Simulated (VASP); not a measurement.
# Al7As8 (a cell with a defect) in VASP: notebook, part 2 of 3

VASP 6.6.1.

## 3. Single point, PBE, collinear spin (atoms taken out, then relaxed in part)

INCAR

```
SYSTEM = Al7As8
PREC = Accurate ; ENCUT = 520
EDIFF = 1E-6 ; ISMEAR = 0
SIGMA = 0.01 ; LREAL = Auto
LASPH = .TRUE. ; NELM = 150
ALGO = Normal ; ISIF = 2
LWAVE = .FALSE. ; LCHARG = .TRUE.
ISPIN = 2 ; MAGMOM = 0 0 0 0 0 0 0 0.75 0 0 0 0.75 0.75 0.75 0
LORBIT = 11 ; GGA = PE
LELF = .TRUE. ; LVHAR = .TRUE.
NBANDS = 48
```

KPOINTS

```
Automatic mesh
0
G
  2 2 2
  0 0 0
```

POSCAR

```
Al7As8
1.0
    0.0000000000      5.7279123210     -5.7279123210
    5.7279123210      5.7279123210      0.0000000000
    5.7279123210      0.0000000000     -5.7279123210
Al As
7 8
Direct
   -0.0007266803      0.5007266803      0.4992733197
    0.5007266803     -0.0007266803      0.4992733197
    0.5007266803      0.5007266803      0.4992733197
   -0.0007266803     -0.0007266803      1.0007266803
   -0.0007266803      0.5007266803      1.0007266803
    0.5007266803     -0.0007266803      1.0007266803
    0.5000000000      0.5000000000      1.0000000000
    0.1251096299      0.1251096299      0.1246711102
    0.1251538930      0.6249487023      0.1249487023
    0.6249487023      0.1251538930      0.1249487023
    0.6249487023      0.6249487023      0.1249487023
    0.1251096299      0.1251096299      0.6251096299
    0.1251096299      0.6246711102      0.6251096299
    0.6246711102      0.1251096299      0.6251096299
    0.6249487023      0.6249487023      0.6251538930
```

Potentials or basis: VASP PAW PBE potentials, release 64 (Al, As).

On the command line:

```
$ cat potpaw_PBE.64/Al/POTCAR potpaw_PBE.64/As/POTCAR > POTCAR
$ mpirun -np 1 vasp_std > vasp.out
```

OUTCAR:

```text
SYSTEM = Al7As8
   PREC = Accurate
   ENCUT = 520
   EDIFF = 1E-6
   ISMEAR = 0
   LREAL = Auto
   LASPH = .TRUE.
   NELM = 150
   ISIF = 2
   ISPIN = 2
   LORBIT = 11
   GGA = PE

 ion  position               nearest neighbor table
   1  0.999  0.501  0.499-   9 2.48  15 2.48  13 2.48  12 2.48
   2  0.501  0.999  0.499-  10 2.48  15 2.48  14 2.48  12 2.48
   3  0.501  0.501  0.499-  15 2.48  11 2.48  14 2.48  13 2.48
   4  0.999  0.999  0.001-   9 2.48  10 2.48   8 2.48  12 2.48
   5  0.999  0.501  0.001-   9 2.48  11 2.48   8 2.48  13 2.48
   6  0.501  0.999  0.001-  10 2.48  11 2.48   8 2.48  14 2.48
   7  0.500  0.500  0.000-  11 2.48  10 2.48   9 2.48  15 2.48
   8  0.125  0.125  0.125-   4 2.48   5 2.48   6 2.48
   9  0.125  0.625  0.125-   5 2.48   4 2.48   1 2.48   7 2.48
  10  0.625  0.125  0.125-   6 2.48   4 2.48   2 2.48   7 2.48
  11  0.625  0.625  0.125-   3 2.48   5 2.48   6 2.48   7 2.48
  12  0.125  0.125  0.625-   1 2.48   2 2.48   4 2.48
  13  0.125  0.625  0.625-   1 2.48   3 2.48   5 2.48
  14  0.625  0.125  0.625-   2 2.48   3 2.48   6 2.48
  15  0.625  0.625  0.625-   3 2.48   2 2.48   1 2.48   7 2.48

  LATTYP: Found a face centered cubic cell.
 ALAT       =    11.4558246420

  Lattice vectors:

 A1 = (   0.0000000000,   5.7279123210,  -5.7279123210)
 A2 = (   5.7279123210,   5.7279123210,   0.0000000000)
 A3 = (   5.7279123210,   0.0000000000,  -5.7279123210)

Analysis of symmetry for initial positions (statically):
=====================================================================
 Subroutine PRICEL returns:
 Original cell was already a primitive cell.

 Routine SETGRP: Setting up the symmetry group for a
 face centered cubic supercell.

 Subroutine GETGRP returns: Found 24 space group operations
 (whereof  4 operations were pure point group operations)
 out of a pool of 48 trial point group operations.

The static configuration has the point symmetry C_2v.
 The point group associated with its full space group is T_d .

Analysis of symmetry for dynamics (positions and initial velocities):
=====================================================================
 Subroutine PRICEL returns:
 Original cell was already a primitive cell.

 Routine SETGRP: Setting up the symmetry group for a
 face centered cubic supercell.

 Subroutine GETGRP returns: Found 24 space group operations
 (whereof  4 operations were pure point group operations)
 out of a pool of 48 trial point group operations.

The dynamic configuration has the point symmetry C_2v.
 The point group associated with its full space group is T_d .

Analysis of structural, dynamic, and magnetic symmetry:
=====================================================================
 Subroutine PRICEL returns:
 Original cell was already a primitive cell.

 Routine SETGRP: Setting up the symmetry group for a
 face centered cubic supercell.

 Subroutine GETGRP returns: Found 24 space group operations
 (whereof  4 operations were pure point group operations)
 out of a pool of 48 trial point group operations.

The overall configuration has the point symmetry C_2v.
 The point group associated with its full space group is T_d .

[... 131 lines left out ...]
   LEPSILON=     F    determine dielectric tensor
   LRPA    =     F    only Hartree local field effects (RPA)
 spin polarized calculation
 Gauss-broadening in eV      SIGMA  =   0.01
  energy-cutoff  :      520.00
  volume of cell :      375.85
 maximum number of plane-waves:     10140
   NGX = 31   NGY = 31   NGZ = 31

 number of electron      60.9999990 magnetization       1.2500835

 Free energy of the ion-electron system (eV)
  ---------------------------------------------------
  ext. energy  EPLUGINS =         0.00000000
  ---------------------------------------------------
  free energy    TOTEN  =       -67.16138626 eV

  energy without entropy =      -67.15856531  energy(sigma->0) =      -67.15997579

 E-fermi :   3.3114     XC(G=0):  -8.6722

 val. band max:        3.3113510688   @ k =   0.5000   0.0000   0.0000
 cond. band min:       3.3113512275   @ k =   0.5000   0.0000   0.0000
 fundamental gap:      0.0000001587
 Fermi energy:         3.3113511482

 spin component 1

 k-point     1 :       0.0000    0.0000    0.0000
  band No.  band energies     occupation
      1      -8.5404      1.00000
      2      -7.2733      1.00000
      3      -7.2733      1.00000
      4      -7.2733      1.00000
      5      -7.1254      1.00000
      6      -6.7397      1.00000
[... 124 lines left out ...]
     41       7.6154      0.00000
     42       7.9278      0.00000
 Fermi energy:         3.3113511482

 spin component 2

 k-point     1 :       0.0000    0.0000    0.0000
  band No.  band energies     occupation
      1      -8.4751      1.00000
      2      -7.2076      1.00000
      3      -7.2076      1.00000
      4      -7.2076      1.00000
      5      -6.9812      1.00000
      6      -6.5928      1.00000
[... 124 lines left out ...]
     41       7.7137      0.00000
     42       8.0490      0.00000
 [bands above 42 left out]

------------------------ aborting loop because EDIFF is reached ----------------------------------------

  FORCE on cell =-STRESS in cart. coord.  units (eV):
  Direction    XX          YY          ZZ          XY          YZ          ZX
  --------------------------------------------------------------------------------------
  -------------------------------------------------------------------------------------
  Total       -1.2236277     -1.2236277     -1.2236277      0.0000000      0.0000000     -0.0000000
  in kB       -5.2160388     -5.2160388     -5.2160388      0.0000000      0.0000000     -0.0000000
  external PRESSURE =      -5.2160388 kB  Pullay stress =       0.0000000 kB

 VOLUME and BASIS-vectors are now :
 -----------------------------------------------------------------------------
  energy-cutoff  :      520.00
  volume of cell :      375.85
      direct lattice vectors                 reciprocal lattice vectors
     0.000000000  5.727912321 -5.727912321    -0.087291839  0.087291839 -0.087291839
     5.727912321  5.727912321  0.000000000     0.087291839  0.087291839  0.087291839
     5.727912321  0.000000000 -5.727912321     0.087291839 -0.087291839 -0.087291839

 POSITION                                       TOTAL-FORCE (eV/Angst)
 -----------------------------------------------------------------------------------
      5.72791      8.59187     -8.58354        -0.000000      0.000000     -0.010751
      8.58354      8.59187     -5.72791         0.010751      0.000000      0.000000
      5.72791      5.73624     -5.72791        -0.000000     -0.010751      0.000000
      5.72791     11.44750     -5.72791        -0.000000      0.010751      0.000000
      2.87228      8.59187     -5.72791        -0.010751      0.000000      0.000000
      5.72791      8.59187     -2.87228        -0.000000      0.000000      0.010751
      2.86396      5.72791     -2.86396        -0.000000      0.000000      0.000000
      1.43072      1.43323     -1.43072        -0.011702      0.011702      0.011702
      4.29535      4.29652     -1.43257         0.008094     -0.008094      0.008094
      1.43257      4.29652     -4.29535        -0.008094     -0.008094     -0.008094
      4.29535      7.15930     -4.29535         0.008094      0.008094     -0.008094
      4.29719      1.43323     -4.29719         0.011702      0.011702     -0.011702
      7.15863      4.29468     -4.29719        -0.011702     -0.011702     -0.011702
      4.29719      4.29468     -7.15863         0.011702     -0.011702      0.011702
      7.16048      7.15930     -7.16048        -0.008094      0.008094      0.008094
 -----------------------------------------------------------------------------------
    total drift:                               -0.000000     -0.000000      0.000000

  FREE ENERGIE OF THE ION-ELECTRON SYSTEM (eV)
  ---------------------------------------------------
  free  energy   TOTEN  =       -67.1613862590 eV

  energy  without entropy=      -67.1585653111  energy(sigma->0) =      -67.15997579

 total charge

# of ion       s       p       d       tot
------------------------------------------
    1        0.400   0.360   0.000   0.760
    2        0.400   0.360   0.000   0.760
    3        0.400   0.360   0.000   0.760
    4        0.400   0.360   0.000   0.760
    5        0.400   0.360   0.000   0.760
    6        0.400   0.360   0.000   0.760
    7        0.397   0.360   0.000   0.757
    8        1.233   1.520   0.019   2.772
    9        1.187   1.675   0.022   2.884
   10        1.187   1.675   0.022   2.884
   11        1.187   1.675   0.022   2.884
   12        1.233   1.520   0.019   2.772
   13        1.233   1.520   0.019   2.772
   14        1.233   1.520   0.019   2.772
   15        1.187   1.675   0.022   2.884
--------------------------------------------------
tot         12.479  15.299   0.166  27.943

 magnetization (x)

# of ion       s       p       d       tot
------------------------------------------
    1       -0.001   0.001   0.000   0.000
    2       -0.001   0.001   0.000   0.000
    3       -0.001   0.001   0.000   0.000
    4       -0.001   0.001   0.000   0.000
    5       -0.001   0.001   0.000   0.000
    6       -0.001   0.001   0.000   0.000
    7       -0.000   0.001   0.000   0.001
    8        0.006   0.146  -0.000   0.152
    9       -0.000   0.000  -0.000   0.000
   10       -0.000   0.000  -0.000   0.000
   11       -0.000   0.000  -0.000   0.000
   12        0.006   0.146  -0.000   0.152
   13        0.006   0.146  -0.000   0.152
   14        0.006   0.146  -0.000   0.152
   15       -0.000   0.000  -0.000   0.000
--------------------------------------------------
tot          0.015   0.593  -0.001   0.608
```

Wall time 6.7 min (1 thread of Intel Xeon Platinum 8488C (Sapphire Rapids), shared host); peak memory 0.65 GiB.

Results:

```yaml
Free_energy: -67.1614 eV
Pressure: -0.5 GPa
Largest_force: 0.020 eV/Å
Net_moment: 1.25 μB per cell
Site_moments: Al +0.00; As +0.15, +0.00 (each value once) μB
Valence_electrons_inside_the_program's_atomic_spheres: Al 0.76; As 2.77, 2.88 (each value once)
```

Forces on the atoms (eV/Å):
```
Al   0.000  0.000 -0.011
Al   0.011  0.000  0.000
Al   0.000 -0.011  0.000
Al   0.000  0.011  0.000
Al  -0.011  0.000  0.000
Al   0.000  0.000  0.011
Al   0.000  0.000  0.000
As  -0.012  0.012  0.012
As   0.008 -0.008  0.008
As  -0.008 -0.008 -0.008
As   0.008  0.008 -0.008
As   0.012  0.012 -0.012
As  -0.012 -0.012 -0.012
As   0.012 -0.012  0.012
As  -0.008  0.008  0.008
```

Caveat: the k points lie up to 0.47 Å⁻¹ apart; the cell differs from its parent crystal (atoms taken out, then relaxed in part); a moment this small can come from the mesh or the smearing.

(Part 2 of 3 ends here.)
